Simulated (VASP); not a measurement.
A run of VASP 6.6.1:

The input INCAR:

```
PREC     = Accurate       # precision mode
ENCUT    = 520            # plane-wave cutoff, eV
EDIFF    = 1E-6           # SCF threshold, eV
ISMEAR   = -1             # smearing method
SIGMA    = 0.02           # smearing width, eV
LREAL    = False          # projectors in reciprocal space
LASPH    = True           # aspherical terms in the spheres
NELM     = 60             # most SCF steps
ALGO     = Normal         # electronic algorithm
ISIF     = 2              # what is computed and relaxed
LWAVE    = False          # write WAVECAR
LCHARG   = True           # write CHGCAR
GGA      = PS             # functional
LELF     = True           # ELF
LVHAR    = True         
NBANDS   = 11             # bands
```

File KPOINTS:

```
regular mesh
0
Gamma
  5 5 5
```

Contents of POSCAR:

```
BN
1.0
    0.0000000000      3.4953200000      2.1660900000
    1.2516300000      0.0000000000      2.1660900000
    1.2516300000      3.4953200000      0.0000000000
B N
1 1
Direct
    0.0000500000      0.0000500000      0.9999500000
    0.6666666667      0.6666666667      0.3333333333
```

Potentials or basis: VASP PAW PBE potentials, release 64 (B, N).

The run is started by

```bash
$ cat potpaw_PBE.64/B/POTCAR potpaw_PBE.64/N/POTCAR > POTCAR
$ mpirun -np 1 vasp_std > vasp.out
```

Hardware: 1 thread of AMD EPYC 9R45 96-Core Processor (Zen 5), with other jobs on the host.

Question: Estimate the wall time of this run.

Answer: It took 4.7 s on 1 thread of AMD EPYC 9R45 96-Core Processor (Zen 5) (shared host), peak memory 0.11 GiB. Counts: scf iterations 13, k points 27.
